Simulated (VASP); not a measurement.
Wanted: the native input for a VASP 6.6.1 run.

| Quantity | Value |
| --- | --- |
| Task | single point |
| Functional | PBEsol |
| Potentials or basis | VASP PAW PBE potentials, release 64 (B, Bi_d) |
| Cutoff | 500 eV |
| k mesh | 6 × 6 × 6 |
| Occupations | fermi-dirac, width 0.02 eV |
| Spin | no spin polarisation |
| Dipole correction | no |
| Further INCAR settings | ALGO = Normal; EDIFF = 1e-06; NBANDS = 16 |

The structure of BiB lies in POSCAR:

```
BiB
1.0
    0.0000000000      2.6268329274      2.6268329274
    2.6268329274      0.0000000000      2.6268329274
    2.6268329274      2.6268329274      0.0000000000
B Bi
1 1
Direct
    0.0000000000      0.0000000000      0.0000000000
    0.5000000000      0.5000000000      0.5000000000
```

These files were run (other wordings do the same):

INCAR

```
PREC = Accurate
ENCUT = 500
EDIFF = 1E-6
ISMEAR = -1
SIGMA = 0.02
LREAL = False
LASPH = True
NELM = 120
ALGO = Normal
ISIF = 2
LWAVE = False
LCHARG = False
GGA = PS
NBANDS = 16
GGA_COMPAT = False
```

KPOINTS

```
regular mesh
0
Gamma
  6 6 6
```

Potentials or basis: VASP PAW PBE potentials, release 64 (B, Bi_d).

Run with:

```console
$ cat potpaw_PBE.64/B/POTCAR potpaw_PBE.64/Bi_d/POTCAR > POTCAR
$ mpirun -np 1 vasp_std > vasp.out
```

Results of the run:

- Pressure: -2.1 GPa
- Band gap on the k mesh: zero (bands 9 and 10 overlap by 4.08 eV)

Caveat: the PAW data sets were made with another functional, which shifts forces and pressure a little; spin-orbit coupling is left out, which moves the levels of the heavy elements.

It took 8.3 s on 1 thread of Intel(R) Xeon(R) Platinum 8488C (Sapphire Rapids) (shared host), peak memory 0.15 GiB.
